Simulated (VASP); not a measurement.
Set up this calculation in VASP 6.6.1, as the native input.

```yaml
Task: single point
Functional: PBE
Potentials_or_basis: VASP PAW PBE potentials, release 64 (B, As)
Cutoff: 500 eV
k_mesh: 10 × 10 × 10
Occupations: gaussian, width 0.02 eV
Spin: no spin polarisation
Dipole_correction: no
Further_INCAR_settings: ALGO = Normal; EDIFF = 1e-06; NBANDS = 11
```

The structure of BAs (t.b) lies in POSCAR:

```
BAs
1.0
    0.0000000000      2.4045448347      2.4045448347
    2.4045448347      0.0000000000      2.4045448347
    2.4045448347      2.4045448347      0.0000000000
B As
1 1
Direct
    0.0000000000      0.0000000000      0.0000000000
    0.2500000000      0.2500000000      0.2500000000
```

The input as run:

INCAR

```
PREC     = Accurate       # precision mode
ENCUT    = 500            # plane-wave cutoff, eV
EDIFF    = 1E-6           # SCF threshold, eV
ISMEAR   = 0              # smearing method
SIGMA    = 0.02           # smearing width, eV
LREAL    = F              # projectors in reciprocal space
LASPH    = T              # aspherical terms in the spheres
NELM     = 120            # most SCF steps
ALGO     = Normal         # electronic algorithm
ISIF     = 2              # what is computed and relaxed
LWAVE    = F              # write WAVECAR
LCHARG   = T              # write CHGCAR
GGA      = PE             # functional
LELF     = T              # ELF
LVHAR    = T            
NBANDS   = 11             # bands
GGA_COMPAT= F
```

KPOINTS

```
regular mesh
0
Gamma
  10 10 10
```

Potentials or basis: VASP PAW PBE potentials, release 64 (B, As).

Run with:

```sh
$ cat potpaw_PBE.64/B/POTCAR potpaw_PBE.64/As/POTCAR > POTCAR
$ mpirun -np 1 vasp_std > vasp.out
```

It gave:

```yaml
Pressure: 0.6 GPa
Band_gap_on_the_k_mesh: 1.20 eV, indirect (least direct gap 3.25 eV)
```

Wall time 14 s on 1 thread of Intel(R) Xeon(R) Platinum 8375C CPU @ 2.90GHz (Ice Lake), with other jobs on the host, peak memory 0.16 GiB.
